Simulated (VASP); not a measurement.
# W (I4/mmm) in VASP: further runs

Runs on W. Level: PBEsol. Tasks: single point.

All numbers are computed with VASP 6.6.1; they aren't measurements. Logs are shortened: lines on timing, memory, paths and dates and some standing lists are left out, and cuts for length are marked.

### 1 The cell of the first run

The structure is tetragonal, space group I4/mmm (No. 139). The conventional cell has a = 2.785 Å, b = 2.785 Å, c = 4.060 Å, α = 90.00°, β = 90.00°, γ = 90.00°. Within 3.7 Å of W (site symmetry 4/mmm) lie 12 W at 2.78 to 2.83 Å.

### 2 Single point, PBEsol (strain -0.030 along x and y, +0.000 along z)

The input, INCAR:

```
PREC = Accurate
ENCUT = 520
EDIFF = 1E-6
ISMEAR = 0
SIGMA = 0.15
LREAL = False
LASPH = True
NELM = 100
ALGO = Normal
ISIF = 2
LWAVE = False
LCHARG = True
GGA = PS
LELF = True
LVHAR = True
NBANDS = 13
```

The input, KPOINTS:

```
Automatic mesh
0
Gamma
  20 20 20
```

The input, POSCAR:

```
W
1.0
    0.0000000000      1.9691000000      2.0300000000
    1.9691000000      0.0000000000      2.0300000000
    1.9691000000      1.9691000000      0.0000000000
W
1
Direct
    0.0000000000      0.0000000000      0.0000000000
```

Potentials or basis: VASP PAW PBE potentials, release 64 (W_sv).

Started as:

```console
$ cat potpaw_PBE.64/W_sv/POTCAR > POTCAR
$ mpirun -np 1 vasp_std > vasp.out
```

OUTCAR:

```text
PREC = Accurate
   ENCUT = 520
   EDIFF = 1E-6
   ISMEAR = 0
   LREAL = False
   LASPH = True
   NELM = 100
   ISIF = 2
   GGA = PS

 ion  position               nearest neighbor table
   1  0.000  0.000  0.000-

  LATTYP: Found a body centered tetragonal cell.
 ALAT       =     2.7847279257
 C/A-ratio  =     1.4579521262

  Lattice vectors:

 A1 = (  -1.9691000000,   0.0000000000,   2.0300000000)
 A2 = (   1.9691000000,   0.0000000000,   2.0300000000)
 A3 = (   0.0000000000,   1.9691000000,  -2.0300000000)

Analysis of symmetry for initial positions (statically):
=====================================================================
 Subroutine PRICEL returns:
 Original cell was already a primitive cell.

 Routine SETGRP: Setting up the symmetry group for a
 body centered tetragonal supercell.

 Subroutine GETGRP returns: Found 16 space group operations
 (whereof 16 operations were pure point group operations)
 out of a pool of 16 trial point group operations.

The static configuration has the point symmetry D_4h.

Analysis of symmetry for dynamics (positions and initial velocities):
=====================================================================
 Subroutine PRICEL returns:
 Original cell was already a primitive cell.

 Routine SETGRP: Setting up the symmetry group for a
 body centered tetragonal supercell.

 Subroutine GETGRP returns: Found 16 space group operations
 (whereof 16 operations were pure point group operations)
 out of a pool of 16 trial point group operations.

The dynamic configuration has the point symmetry D_4h.

 Subroutine INISYM returns: Found 16 space group operations
 (whereof 16 operations are pure point group operations),
 and found     1 'primitive' translations

----------------------------------------------------------------------------------------

                                     Primitive cell

  volume of cell :      15.7421

  direct lattice vectors                    reciprocal lattice vectors
     0.000000000  1.969100000  2.030000000    -0.253923112  0.253923112  0.246305419
     1.969100000  0.000000000  2.030000000     0.253923112 -0.253923112  0.246305419
     1.969100000  1.969100000  0.000000000     0.253923112  0.253923112 -0.246305419

  length of vectors
     2.828118599  2.828118599  2.784727926     0.435454077  0.435454077  0.435454077

  position of ions in fractional coordinates (direct lattice)
     0.000000000  0.000000000  0.000000000

  ion indices of the primitive-cell ions
[... 77 lines left out ...]
   NSW    =      0    number of steps for IOM
   IBRION =     -1    ionic relax: 0-MD 1-quasi-New 2-CG
   NFREE  =      0    steps in history (QN), initial steepest desc. (CG)
   ISIF   =      2    stress and relaxation
   ISYM   =      2    0-nonsym 1-usesym 2-fastsym
   POTIM  = 0.5000    time-step for ionic-motion
   TEBEG  =    0.0;   TEEND  =   0.0 temperature during run
   PSTRESS=    0.0 pullay stress
   NELECT =      14.0000    total number of electrons
   NUPDOWN=      -1.0000    fix difference up-down
   EMIN   =  10.00;   EMAX   =-10.00  energy-range for DOS
   EFERMI =   0.00;   METHOD = LEGACY
   ISMEAR =     0;   SIGMA  =   0.15  broadening in eV -4-tet -1-fermi 0-gaus
   EFERMI_NEDOS =   21; number of points for ismear=-14 and -15
   IALGO  =     38    algorithm
   IMIX   =      4    mixing-type and parameters
     AMIX     =   0.40;   BMIX     =  1.00
     AMIX_MAG =   1.60;   BMIX_MAG =  1.00
  volume/ion in A,a.u.               =      15.74       106.23
  Fermi-wavevector in a.u.,A,eV,Ry     =   1.574334  2.975061 33.722431  2.478529
  Thomas-Fermi vector in A             =   2.675484
   LORBIT       =      0    0 simple, 1 ext, 2 COOP (PROOUT), +10 PAW based schemes
   GGA     = PS    functional components
   LHFCALC =     F    Hartree Fock is set to
   AEXX    =    0.0000 exact exchange contribution
   IVDW    =     0    specifies the selected vdW correction
   LEPSILON=     F    determine dielectric tensor
   LRPA    =     F    only Hartree local field effects (RPA)
 non-spin polarized calculation
 Gauss-broadening in eV      SIGMA  =   0.15
  energy-cutoff  :      520.00
  volume of cell :       15.74
 maximum number of plane-waves:       436
 NGX is ok and might be reduce to    24
   NGX = 11   NGY = 11   NGZ = 11

 number of electron      13.9999998 magnetization

 Free energy of the ion-electron system (eV)
  ---------------------------------------------------
  ext. energy  EPLUGINS =         0.00000000
  ---------------------------------------------------
  free energy    TOTEN  =       -13.32021811 eV

  energy without entropy =      -13.30660691  energy(sigma->0) =      -13.31341251

 E-fermi :  10.9253     XC(G=0): -13.7901

 val. band max:       10.9185164613   @ k =  -0.2500   0.0500   0.1500
 cond. band min:      10.9265080666   @ k =   0.2000   0.0500   0.1000
 fundamental gap:      0.0079916054
 Fermi energy:        10.9253059482

 k-point     1 :       0.0000    0.0000    0.0000
  band No.  band energies     occupation
      1     -62.6554      2.00000
      2     -26.2438      2.00000
      3     -26.2138      2.00000
      4     -26.2138      2.00000
      5       1.6753      2.00000
      6      10.0048      2.00000
      7      10.4310      2.00000
      8      10.4310      2.00000
      9      13.2546      0.00000
     10      13.9051      0.00000
     11      23.7896      0.00000
     12      28.4847      0.00000
     13      29.5205      0.00000
[... 354 lines left out ...]
  band No.  band energies     occupation
      1     -62.5457      2.00000
      2     -27.3436      2.00000
      3     -26.4395      2.00000
      4     -26.3295      2.00000
      5       5.0425      2.00000
      6      10.0039      2.00000
      7      10.0939      2.00000
      8      10.5948      1.99817
      9      14.7096      0.00000
     10      15.7500      0.00000
     11      22.6415      0.00000
     12      26.0529      0.00000
     13      31.3953      0.00000

 [... further k-points ...]
[... 5 lines left out ...]
  --------------------------------------------------------------------------------------
  -------------------------------------------------------------------------------------
  Total        0.2334116      0.2334116      1.0969313      0.0000000     -0.0000000     -0.0000000
  in kB       23.7558952     23.7558952    111.6422164      0.0000000     -0.0000000     -0.0000000
  external PRESSURE =      53.0513356 kB  Pullay stress =       0.0000000 kB

 VOLUME and BASIS-vectors are now :
 -----------------------------------------------------------------------------
  energy-cutoff  :      520.00
  volume of cell :       15.74
      direct lattice vectors                 reciprocal lattice vectors
     0.000000000  1.969100000  2.030000000    -0.253923112  0.253923112  0.246305419
     1.969100000  0.000000000  2.030000000     0.253923112 -0.253923112  0.246305419
     1.969100000  1.969100000  0.000000000     0.253923112  0.253923112 -0.246305419

 POSITION                                       TOTAL-FORCE (eV/Angst)
 -----------------------------------------------------------------------------------
      0.00000      0.00000      0.00000        -0.000000      0.000000      0.000000
 -----------------------------------------------------------------------------------
    total drift:                                0.000000     -0.000000     -0.000000

  FREE ENERGIE OF THE ION-ELECTRON SYSTEM (eV)
  ---------------------------------------------------
  free  energy   TOTEN  =       -13.3202181074 eV

  energy  without entropy=      -13.3066069103  energy(sigma->0) =      -13.31341251
```

OSZICAR:

```text
N       E                     dE             d eps       ncg     rms          rms(c)
DAV:   1     0.842222950935E+02    0.84222E+02   -0.75001E+03 16767   0.123E+03
DAV:   2    -0.122788371021E+02   -0.96501E+02   -0.92874E+02 18616   0.318E+02
DAV:   3    -0.139663631430E+02   -0.16875E+01   -0.16790E+01 18411   0.402E+01
DAV:   4    -0.139732565550E+02   -0.68934E-02   -0.68931E-02 18686   0.283E+00
DAV:   5    -0.139733126232E+02   -0.56068E-04   -0.56069E-04 18771   0.242E-01    0.213E+01
DAV:   6    -0.134582912948E+02    0.51502E+00   -0.41863E-01 17811   0.850E+00    0.855E+00
DAV:   7    -0.133251182559E+02    0.13317E+00   -0.20732E-01 18746   0.559E+00    0.464E-01
DAV:   8    -0.133202653028E+02    0.48530E-02   -0.42922E-03 16931   0.881E-01    0.604E-02
DAV:   9    -0.133202145390E+02    0.50764E-04   -0.81510E-05 20243   0.101E-01    0.344E-02
DAV:  10    -0.133202178781E+02   -0.33391E-05   -0.60538E-06 17786   0.314E-02    0.255E-03
DAV:  11    -0.133202181074E+02   -0.22932E-06   -0.88993E-08  9976   0.357E-03
   1 F= -.13320218E+02 E0= -.13313413E+02  d E =-.136112E-01
```

It took 59 s on 1 thread of AMD EPYC 9R45 (Zen 5), shared host; peak memory 0.21 GiB.

What came out:

```yaml
Free_energy: -13.3202 eV
Pressure: 5.3 GPa
Band_gap_on_the_k_mesh: zero (band 7 reaches 14.42 eV, above the bottom of band 8 at 10.42 eV)
```

Stress tensor (GPa, compression positive):
```
 2.38  0.00  0.00
 0.00  2.38  0.00
 0.00  0.00 11.16
```

Levels at points of the mesh, in eV from the Fermi level:
| k point | band 4 | band 5 | band 6 | band 7 | band 8 | band 9 | band 10 | band 11 |
| --- | --- | --- | --- | --- | --- | --- | --- | --- |
| (0.00, 0.00, 0.00) | -37.14 | -9.25 | -0.92 | -0.49 | -0.49 | 2.33 | 2.98 | 12.86 |
| (0.50, 0.00, 0.00) | -37.29 | -5.87 | -1.13 | -0.65 | 0.76 | 5.18 | 5.45 | 10.90 |
| (0.50, 0.50, 0.00) | -37.57 | -5.84 | -4.76 | 2.87 | 5.32 | 6.08 | 6.08 | 12.39 |
| (0.50, 0.00, 0.50) | -37.62 | -5.82 | -4.84 | 3.49 | 5.23 | 5.85 | 6.38 | 11.67 |

Caveat: the cell differs from its parent crystal (strain -0.030 along x and y, +0.000 along z); the PAW data sets were made with another functional, which shifts forces and pressure a little; spin-orbit coupling is left out, which moves the levels of the heavy elements.

### 3 Single point, PBEsol (strain -0.015 along x and y, -0.030 along z)

The input, INCAR:

```
PREC = Accurate ; ENCUT = 520
EDIFF = 1E-6 ; ISMEAR = 0
SIGMA = 0.15 ; LREAL = F
LASPH = T ; NELM = 60
ALGO = Fast ; ISIF = 2
LWAVE = F ; LCHARG = T
GGA = PS ; LELF = T
LVHAR = T ; NBANDS = 13
```

KPOINTS is that of step 2.

The input, POSCAR:

```
W
1.0
    0.0000000000      1.9995500000      1.9691000000
    1.9995500000      0.0000000000      1.9691000000
    1.9995500000      1.9995500000      0.0000000000
W
1
Direct
    0.0000000000      0.0000000000      0.0000000000
```

Potentials or basis: VASP PAW PBE potentials, release 64 (W_sv).

Started as:

```console
$ cat potpaw_PBE.64/W_sv/POTCAR > POTCAR
$ mpirun -np 1 vasp_std > vasp.out
```

Run time: 82 s. Hardware: 1 thread of AMD EPYC 9R45 (Zen 5), shared host; peak memory 0.21 GiB.

Results (log left out):

```yaml
Free_energy: -13.3135 eV
Pressure: 5.2 GPa
Band_gap_on_the_k_mesh: zero (band 7 reaches 14.41 eV, above the bottom of band 8 at 10.31 eV)
```

Stress tensor (GPa, compression positive):
```
7.08 0.00 0.00
0.00 7.08 0.00
0.00 0.00 1.45
```

Levels at points of the mesh, in eV from the Fermi level:
```tsv
k point	band 5	band 6	band 7	band 8	band 9	band 10
(0.00, 0.00, 0.00)	-9.23	-0.69	-0.69	-0.48	2.53	2.84
(0.50, 0.00, 0.00)	-5.84	-0.99	-0.75	0.78	5.26	5.41
(0.50, 0.50, 0.00)	-5.79	-4.82	3.52	5.28	6.14	6.14
(0.50, 0.00, 0.50)	-5.81	-4.77	3.20	5.30	6.00	6.25
```

Caveat: the cell differs from its parent crystal (strain -0.015 along x and y, -0.030 along z); the PAW data sets were made with another functional, which shifts forces and pressure a little; spin-orbit coupling is left out, which moves the levels of the heavy elements.

(Continued in part 2 of 2.)
